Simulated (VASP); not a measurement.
The system is TaWC2.

```
W Ta C
1.0
     1.57186    0.90751    5.10162
    -1.57186    0.90751    5.10162
     0.00000   -1.81502    5.10162
W Ta C
1 1 2
Cartesian
  0.0000 0.0000 0.0000
  0.0000 0.0000 7.6524
  0.0000 0.0000 3.8405
  0.0000 0.0000 11.4644
```

Base run:

| Quantity | Value |
| --- | --- |
| Program | VASP 6.6.1 |
| Functional | LDA |
| Potentials or basis | VASP PAW LDA potentials, release 64 (W_sv, Ta_pv, C) |
| Cutoff | 520 eV |
| k mesh | 10 × 10 × 10 |
| Occupations | fermi-dirac, width 0.05 eV |
| Spin | no spin polarisation |
| Hubbard terms | Ta d U = 4.0 eV, W d U = 4.0 eV |

Its results: band gap on the k mesh zero (an odd number of electrons rules out a gap without spin polarisation); pressure -5.5 GPa; largest force 0.087 eV/Å.

Q: The run is repeated on the same cell with these changes: hubbard terms from Ta d U = 4.0 eV, W d U = 4.0 eV to none. What comes out?

A: Band gap on the k mesh zero (an odd number of electrons rules out a gap without spin polarisation); pressure -14.9 GPa; largest force 0.083 eV/Å.

Caveats: the cell stands under tension; spin-orbit coupling is left out, which moves the levels of the heavy elements; U without spin polarisation on a metal has little footing (at least some runs); the U is typed as a test and isn't derived for this compound (at least some runs).
